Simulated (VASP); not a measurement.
# MoS2 (P-3m1) in VASP: notebook

MoS2 is run at these levels: r2SCAN; tasks: single point.

All numbers are computed with VASP 6.6.1; they aren't measurements. Logs are shortened: lines on timing, memory, paths and dates and some standing lists are left out, and cuts for length are marked.

## 1. The cell of the first run

Symmetry: P-3m1, No. 164, trigonal system. The conventional cell has a = 3.227 Å, b = 3.227 Å, c = 6.312 Å, α = 90.00°, β = 90.00°, γ = 120.00°. Within 3.3 Å of Mo (site symmetry -3m) lie 6 S at 2.42 Å and 6 Mo at 3.23 Å. S (site symmetry 3m) has 3 Mo at 2.42 Å and 6 S at 3.23 Å within 3.3 Å.

## 2. Single point, r2SCAN

Contents of POSCAR:

```
MoS2
1.0
    3.2274650000      0.0000000000      0.0000000000
   -1.6137320000      2.7950660000      0.0000000000
    0.0000000000      0.0000000000      6.3124730000
Mo S
1 2
Direct
    0.0000000000      0.0000000000      0.5000000000
    0.3333333333      0.6666666667      0.2553190000
    0.6666666667      0.3333333333      0.7446810000
```

Contents of INCAR.step1:

```
ALGO = Normal
EDIFF = 1E-4
ENCUT = 520
GGA = PE
ISMEAR = 1
LASPH = T
LCHARG = F
LREAL = F
LWAVE = T
NBANDS = 20
NELM = 100
PREC = Accurate
SIGMA = 0.25
```

Contents of INCAR.step2:

```
ALGO = Normal
EDIFF = 1E-7
ENCUT = 520
ISIF = 2
ISMEAR = 1
ISTART = 1
LASPH = T
LCHARG = T
LELF = T
LMIXTAU = T
LREAL = F
LVHAR = T
LWAVE = F
METAGGA = R2SCAN
NBANDS = 20
NELM = 100
PREC = Accurate
SIGMA = 0.25
```

Contents of KPOINTS:

```
k-points
0
Gamma
  11 11 5
```

Potentials or basis: VASP PAW PBE potentials, release 64 (Mo_sv, S).

Started as:

```console
cat potpaw_PBE.64/Mo_sv/POTCAR potpaw_PBE.64/S/POTCAR > POTCAR
cp INCAR.step1 INCAR
mpirun -np 1 vasp_std > vasp.out
cp INCAR.step2 INCAR
mpirun -np 1 vasp_std > vasp.out
```

OUTCAR:

```text
EDIFF = 1E-7
   ENCUT = 520
   ISIF = 2
   ISMEAR = 1
   ISTART = 1
   LASPH = T
   LREAL = F
   METAGGA = R2SCAN
   NELM = 100
   PREC = Accurate

 ion  position               nearest neighbor table
   1  0.000  0.000  0.500-   2 2.42   3 2.42   3 2.42   2 2.42   3 2.42   2 2.42
   2  0.333  0.667  0.255-   1 2.42   1 2.42   1 2.42
   3  0.667  0.333  0.745-   1 2.42   1 2.42   1 2.42

  LATTYP: Found a hexagonal cell.
 ALAT       =     3.2274650000
 C/A-ratio  =     1.9558610241

  Lattice vectors:

 A1 = (   3.2274650000,   0.0000000000,   0.0000000000)
 A2 = (  -1.6137320000,   2.7950660000,   0.0000000000)
 A3 = (   0.0000000000,   0.0000000000,   6.3124730000)

Analysis of symmetry for initial positions (statically):
=====================================================================
 Subroutine PRICEL returns:
 Original cell was already a primitive cell.

 Routine SETGRP: Setting up the symmetry group for a
 hexagonal supercell.

 Subroutine GETGRP returns: Found 12 space group operations
 (whereof 12 operations were pure point group operations)
 out of a pool of 24 trial point group operations.

The static configuration has the point symmetry D_3d.

Analysis of symmetry for dynamics (positions and initial velocities):
=====================================================================
 Subroutine PRICEL returns:
 Original cell was already a primitive cell.

 Routine SETGRP: Setting up the symmetry group for a
 hexagonal supercell.

 Subroutine GETGRP returns: Found 12 space group operations
 (whereof 12 operations were pure point group operations)
 out of a pool of 24 trial point group operations.

The dynamic configuration has the point symmetry D_3d.

 Subroutine INISYM returns: Found 12 space group operations
 (whereof 12 operations are pure point group operations),
 and found     1 'primitive' translations

----------------------------------------------------------------------------------------

                                     Primitive cell

  volume of cell :      56.9447

  direct lattice vectors                    reciprocal lattice vectors
     3.227465000  0.000000000  0.000000000     0.309840695  0.178886597  0.000000000
    -1.613732000  2.795066000  0.000000000     0.000000000  0.357773305  0.000000000
     0.000000000  0.000000000  6.312473000     0.000000000  0.000000000  0.158416519

  length of vectors
     3.227465000  3.227464161  6.312473000     0.357773212  0.357773305  0.158416519

  position of ions in fractional coordinates (direct lattice)
     0.000000000  0.000000000  0.500000000
     0.333333333  0.666666667  0.255319000
     0.666666667  0.333333333  0.744681000

  ion indices of the primitive-cell ions
   primitive index   ion index
                 1           1
                 2           2
                 3           3

----------------------------------------------------------------------------------------

 KPOINTS: k-points

Automatic generation of k-mesh.
 Grid dimensions read from file:
 generate k-points for:   11   11    5

 Generating k-lattice:

  Cartesian coordinates                     Fractional coordinates (reciprocal lattice)
     0.028167336  0.016262418  0.000000000     0.090909091 -0.000000000  0.000000000
     0.000000000  0.032524846  0.000000000     0.000000000  0.090909091  0.000000000
     0.000000000  0.000000000  0.031683304     0.000000000  0.000000000  0.200000000

  Length of vectors
     0.032524837  0.032524846  0.031683304

  Shift w.r.t. Gamma in fractional coordinates (k-lattice)
     0.000000000  0.000000000  0.000000000

 Subroutine IBZKPT returns following result:
 ===========================================

 Found     68 irreducible k-points:

 Following reciprocal coordinates:
            Coordinates               Weight
  0.000000  0.000000  0.000000      1.000000
  0.090909 -0.000000  0.000000      6.000000
  0.181818 -0.000000  0.000000      6.000000
  0.272727 -0.000000  0.000000      6.000000
  0.363636  0.000000  0.000000      6.000000
  0.454545 -0.000000  0.000000      6.000000
[... 16 lines left out ...]
  0.000000  0.272727  0.200000      6.000000
  0.363636  0.000000  0.200000      6.000000
 [... further k-points ...]
   k-points           NKPTS =     68   k-points in BZ     NKDIM =     68   number of bands    NBANDS=     20
   number of dos      NEDOS =    301   number of ions     NIONS =      3
   total plane-waves  NPLWV =  27648
   dimension x,y,z NGX =    24 NGY =   24 NGZ =   48
   dimension x,y,z NGXF=    48 NGYF=   48 NGZF=   96
   ions per type =               1   2
   NGX,Y,Z   is equivalent  to a cutoff of  12.36, 12.36, 12.64 a.u.
   NGXF,Y,Z  is equivalent  to a cutoff of  24.72, 24.72, 25.28 a.u.
 SYSTEM =  unknown system
   PREC   = accura    normal or accurate (medium, high low for compatibility)
   ISTART =      1    job   : 0-new  1-cont  2-samecut
   ICHARG =      0    charge: 1-file 2-atom 10-const
   ISPIN  =      1    spin polarized calculation?
   LNONCOLLINEAR =      F non collinear calculations
   LSORBIT =      F    spin-orbit coupling
   LASPH  =      T    aspherical Exc in radial PAW
   ENCUT  =  520.0 eV  38.22 Ry    6.18 a.u.   6.00  6.00 11.74*2*pi/ulx,y,z
   NELM   =    100;   NELMIN=  2; NELMDL=  0     # of ELM steps
   EDIFF  = 0.1E-06   stopping-criterion for ELM
   LREAL  =      F    real-space projection
   EDIFFG = 0.1E-05   stopping-criterion for IOM
   NSW    =      0    number of steps for IOM
   IBRION =     -1    ionic relax: 0-MD 1-quasi-New 2-CG
   NFREE  =      0    steps in history (QN), initial steepest desc. (CG)
   ISIF   =      2    stress and relaxation
   ISYM   =      2    0-nonsym 1-usesym 2-fastsym
   POTIM  = 0.5000    time-step for ionic-motion
   TEBEG  =    0.0;   TEEND  =   0.0 temperature during run
   PSTRESS=    0.0 pullay stress
   NELECT =      26.0000    total number of electrons
   NUPDOWN=      -1.0000    fix difference up-down
   EMIN   =  10.00;   EMAX   =-10.00  energy-range for DOS
   EFERMI =   0.00;   METHOD = LEGACY
   ISMEAR =     1;   SIGMA  =   0.25  broadening in eV -4-tet -1-fermi 0-gaus
   EFERMI_NEDOS =   21; number of points for ismear=-14 and -15
   IALGO  =     38    algorithm
   IMIX   =      4    mixing-type and parameters
     AMIX     =   0.40;   BMIX     =  1.00
     AMIX_MAG =   1.60;   BMIX_MAG =  1.00
  volume/ion in A,a.u.               =      18.98       128.09
  Fermi-wavevector in a.u.,A,eV,Ry     =   1.260612  2.382212 21.621611  1.589144
  Thomas-Fermi vector in A             =   2.394113
   LORBIT       =      0    0 simple, 1 ext, 2 COOP (PROOUT), +10 PAW based schemes
   METAGGA = R2SCAN    functional components
   LHFCALC =     F    Hartree Fock is set to
   AEXX    =    0.0000 exact exchange contribution
   IVDW    =     0    specifies the selected vdW correction
   LEPSILON=     F    determine dielectric tensor
   LRPA    =     F    only Hartree local field effects (RPA)
 non-spin polarized calculation
 Methfessel and Paxton  Order N= 1 SIGMA  =   0.25
  energy-cutoff  :      520.00
  volume of cell :       56.94
 maximum number of plane-waves:      1557
   NGX = 13   NGY = 13   NGZ = 23

 number of electron      26.0000001 magnetization

 Free energy of the ion-electron system (eV)
  ---------------------------------------------------
  ext. energy  EPLUGINS =         0.00000000
  ---------------------------------------------------
  free energy    TOTEN  =       -44.15171163 eV

  energy without entropy =      -44.15229733  energy(sigma->0) =      -44.15190686

 E-fermi :   6.8917     XC(G=0): -11.0988

 val. band max:        6.8884573367   @ k =   0.1818   0.1818   0.4000
 cond. band min:       6.8972703897   @ k =   0.0909  -0.0000   0.4000
 fundamental gap:      0.0088130530
 Fermi energy:         6.8917402724

 k-point     1 :       0.0000    0.0000    0.0000
  band No.  band energies     occupation
      1     -56.9716      2.00000
      2     -30.2723      2.00000
      3     -30.2421      2.00000
      4     -30.2421      2.00000
      5      -8.7270      2.00000
      6      -7.2198      2.00000
[... 12 lines left out ...]
     19      13.7129      0.00000
     20      16.9044      0.00000

 k-point     2 :       0.0909   -0.0000    0.0000
  band No.  band energies     occupation
      1     -56.9689      2.00000
      2     -30.2702      2.00000
      3     -30.2665      2.00000
      4     -30.2485      2.00000
      5      -8.5975      2.00000
      6      -7.1946      2.00000
[... 12 lines left out ...]
     19      14.1165      0.00000
     20      16.5577      0.00000

 k-point     3 :       0.1818   -0.0000    0.0000
  band No.  band energies     occupation
      1     -56.9616      2.00000
      2     -30.3447      2.00000
      3     -30.2657      2.00000
      4     -30.2513      2.00000
      5      -8.2325      2.00000
      6      -7.1238      2.00000
[... 12 lines left out ...]
     19      15.0611      0.00000
     20      16.3593      0.00000

 k-point     4 :       0.2727   -0.0000    0.0000
  band No.  band energies     occupation
      1     -56.9520      2.00000
      2     -30.4410      2.00000
      3     -30.2880      2.00000
      4     -30.2312      2.00000
      5      -7.7151      2.00000
      6      -7.0096      2.00000
[... 12 lines left out ...]
     19      14.8002      0.00000
     20      15.4115      0.00000

 k-point     5 :       0.3636    0.0000    0.0000
  band No.  band energies     occupation
      1     -56.9432      2.00000
      2     -30.5282      2.00000
      3     -30.3085      2.00000
      4     -30.2126      2.00000
      5      -7.2694      2.00000
      6      -6.7796      2.00000
[... 12 lines left out ...]
     19      14.1983      0.00000
     20      15.1583      0.00000
[... 353 lines left out ...]
      6      -7.2113      2.00000
[... 12 lines left out ...]
     19      15.3703      0.00000
     20      16.7001      0.00000

 k-point    22 :       0.2727   -0.0000    0.2000
  band No.  band energies     occupation
      1     -56.9520      2.00000
      2     -30.4410      2.00000
      3     -30.2880      2.00000
      4     -30.2312      2.00000
      5      -7.7030      2.00000
      6      -7.0205      2.00000
[... 12 lines left out ...]
     19      14.3432      0.00000
     20      16.2842      0.00000

 k-point    23 :       0.0000    0.2727    0.2000
  band No.  band energies     occupation
      1     -56.9520      2.00000
      2     -30.4410      2.00000
      3     -30.2880      2.00000
      4     -30.2312      2.00000
      5      -7.6409      2.00000
      6      -7.1036      2.00000
[... 12 lines left out ...]
     19      15.1311      0.00000
     20      15.5282      0.00000

 k-point    24 :       0.3636    0.0000    0.2000
  band No.  band energies     occupation
      1     -56.9432      2.00000
      2     -30.5282      2.00000
      3     -30.3085      2.00000
      4     -30.2126      2.00000
      5      -7.3193      2.00000
      6      -6.7116      2.00000
[... 12 lines left out ...]
     19      13.8111      0.00000
     20      16.4668      0.00000

 [... further k-points ...]

------------------------ aborting loop because EDIFF is reached ----------------------------------------

  FORCE on cell =-STRESS in cart. coord.  units (eV):
  Direction    XX          YY          ZZ          XY          YZ          ZX
  --------------------------------------------------------------------------------------
  -------------------------------------------------------------------------------------
  Total        0.0320480      0.0320479      0.0770493      0.0000000      0.0000000      0.0000000
  in kB        0.9016912      0.9016907      2.1678337      0.0000002      0.0000000      0.0000000
  external PRESSURE =       1.3237385 kB  Pullay stress =       0.0000000 kB

 VOLUME and BASIS-vectors are now :
 -----------------------------------------------------------------------------
  energy-cutoff  :      520.00
  volume of cell :       56.94
      direct lattice vectors                 reciprocal lattice vectors
     3.227465000  0.000000000  0.000000000     0.309840695  0.178886597  0.000000000
    -1.613732000  2.795066000  0.000000000     0.000000000  0.357773305  0.000000000
     0.000000000  0.000000000  6.312473000     0.000000000  0.000000000  0.158416519

 POSITION                                       TOTAL-FORCE (eV/Angst)
 -----------------------------------------------------------------------------------
      0.00000      0.00000      3.15624        -0.000000      0.000000      0.000000
      0.00000      1.86338      1.61169        -0.000000     -0.000000     -0.051424
      1.61373      0.93169      4.70078         0.000000     -0.000000      0.051424
 -----------------------------------------------------------------------------------
    total drift:                                0.000000      0.000000      0.000000

  FREE ENERGIE OF THE ION-ELECTRON SYSTEM (eV)
  ---------------------------------------------------
  free  energy   TOTEN  =       -44.1517116253 eV

  energy  without entropy=      -44.1522973303  energy(sigma->0) =      -44.15190686
```

It took 4.5 min on 1 thread of AMD EPYC 7R13 (Zen 3), shared host; peak memory 0.19 GiB.

What came out:

| Property | Result |
| --- | --- |
| Free energy | -44.1517 eV |
| Pressure | 0.1 GPa |
| Largest force | 0.051 eV/Å |
| Band gap on the k mesh | zero (bands 13 and 14 overlap by 0.84 eV) |

Forces on the atoms (eV/Å):
```
Mo   0.000  0.000  0.000
S    0.000  0.000 -0.051
S    0.000  0.000  0.051
```

Caveat: so wide a smearing shifts energies and pressures; the PAW data sets were made with another functional, which shifts forces and pressure a little.

## 3. Single point, r2SCAN

POSCAR is that of step 2.

Contents of INCAR.step1:

```
PREC = Accurate
ENCUT = 520
ISMEAR = 1
SIGMA = 0.15
LREAL = F
LASPH = T
NELM = 100
NBANDS = 20
GGA = PE
ALGO = Normal
EDIFF = 1E-4
LWAVE = T
LCHARG = F
```

Contents of INCAR.step2:

```
PREC = Accurate
ENCUT = 520
EDIFF = 1E-6
ISMEAR = 1
SIGMA = 0.15
LREAL = F
LASPH = T
NELM = 100
ALGO = Normal
ISIF = 2
LWAVE = F
LCHARG = T
METAGGA = R2SCAN
LMIXTAU = T
LELF = T
LVHAR = T
NBANDS = 20
ISTART = 1
```

Contents of KPOINTS:

```
regular mesh
0
Gamma
  11 11 5
```

Potentials or basis: VASP PAW PBE potentials, release 64 (Mo_sv, S).

Started as:

```console
cat potpaw_PBE.64/Mo_sv/POTCAR potpaw_PBE.64/S/POTCAR > POTCAR
cp INCAR.step1 INCAR
mpirun -np 1 vasp_std > vasp.out
cp INCAR.step2 INCAR
mpirun -np 1 vasp_std > vasp.out
```

Run time: 3.7 min. Hardware: 1 thread of AMD EPYC 7R13 (Zen 3), shared host; peak memory 0.19 GiB.

The run converged. Its results:

```yaml
Free_energy: -44.1512 eV
Pressure: 0.2 GPa
Largest_force: 0.050 eV/Å
Band_gap_on_the_k_mesh: zero (bands 13 and 14 overlap by 0.84 eV)
```

Forces on the atoms (eV/Å):
```
Mo   0.000  0.000  0.000
S    0.000  0.000 -0.050
S    0.000  0.000  0.050
```

Stress tensor (GPa, compression positive):
```
0.13 0.00 0.00
0.00 0.13 0.00
0.00 0.00 0.21
```

Levels at points of the mesh, in eV from the Fermi level:
```
           k point  band 10  band 11  band 12  band 13  band 14  band 15  band 16  band 17
(0.00, 0.00, 0.00)    -2.09    -1.14    -1.07    -1.07    -0.49    -0.49     3.28     3.28
```

Caveat: the PAW data sets were made with another functional, which shifts forces and pressure a little.
